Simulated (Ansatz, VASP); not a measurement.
## Hf: VASP beside Ansatz

Contents of INCAR:

```
SYSTEM = Hf
PREC     = Accurate       ! precision mode
ENCUT    = 520            ! plane-wave cutoff, eV
EDIFF    = 1E-6           ! SCF threshold, eV
ISMEAR   = -1             ! smearing method
SIGMA    = 0.1            ! smearing width, eV
LREAL    = .False.        ! projectors in reciprocal space
LASPH    = .True.         ! aspherical terms in the spheres
NELM     = 100            ! most SCF steps
ALGO     = Normal         ! electronic algorithm
ISIF     = 2              ! what is computed and relaxed
LWAVE    = .False.        ! write WAVECAR
LCHARG   = .True.         ! write CHGCAR
GGA      = RP             ! functional
LELF     = .True.         ! ELF
LVHAR    = .True.       
NBANDS   = 17             ! bands
```

KPOINTS

```
Automatic mesh
0
Gamma
  18 18 10
  0 0 0
```

File POSCAR:

```
Hf
1.0
    3.2332546719      0.0000000000      0.0000000000
   -1.6166273360      2.8000806828      0.0000000000
    0.0000000000      0.0000000000      5.1178124647
Hf
2
Direct
    0.3333333333      0.6666666667      0.2500000000
    0.6666666667      0.3333333333      0.7500000000
```

Input for Ansatz:

```yaml
crystal:
  lattice:
    - [3.2332546708, 0.0, 0.0]
    - [-1.6166273354, 2.8000806818, 0.0]
    - [0.0, 0.0, 5.117812463]
  atoms:
    - { symbol: Hf, position: [0.3333333333, 0.6666666667, 0.25] }
    - { symbol: Hf, position: [0.6666666667, 0.3333333333, 0.75] }
hamiltonian:
  xc: rpbe
  pseudopotentials:
    kind: paw
    azcp:
      Hf: "pseudopotentials/Hf.paw.azcp"
basis:
  ecutwfc: 420
  fft_grid_basis: typed
kpoints:
  mp_grid: { grid: [18, 18, 10], shift: [0, 0, 0] }
magnetization:
  spin_polarized: false
scf:
  occupations: { method: fermi_dirac, width: 0.1 }
output:
  stress: true
```

Alike in both runs: task single point; functional RPBE; k mesh 18 × 18 × 10; occupations fermi-dirac, width 0.1 eV; no spin polarisation.

```csv
,VASP,Ansatz
version,VASP 6.6.1,Ansatz 0.2.0
potentials or method,"VASP PAW PBE potentials, release 64 (Hf_pv), cutoff 520 eV","plane waves (420 eV) with PAW, scalar-relativistic"
valence electrons in the cell,20,52
```

```csv
,VASP,Ansatz,Ansatz less VASP
pressure (GPa),-0.5,0.0,+0.48
"traceless stress, the component that is largest in VASP (GPa)",-0.08,-0.02,+0.066
```

VASP's potentials were made for PBE, not for RPBE. The functional is the same, so the differences come from potentials, cutoffs and numerics. VASP's potentials hold 20 valence electrons a cell and Ansatz's 52, so a difference there can come from the potentials and not from the codes.

Neither program's run includes spin-orbit coupling.
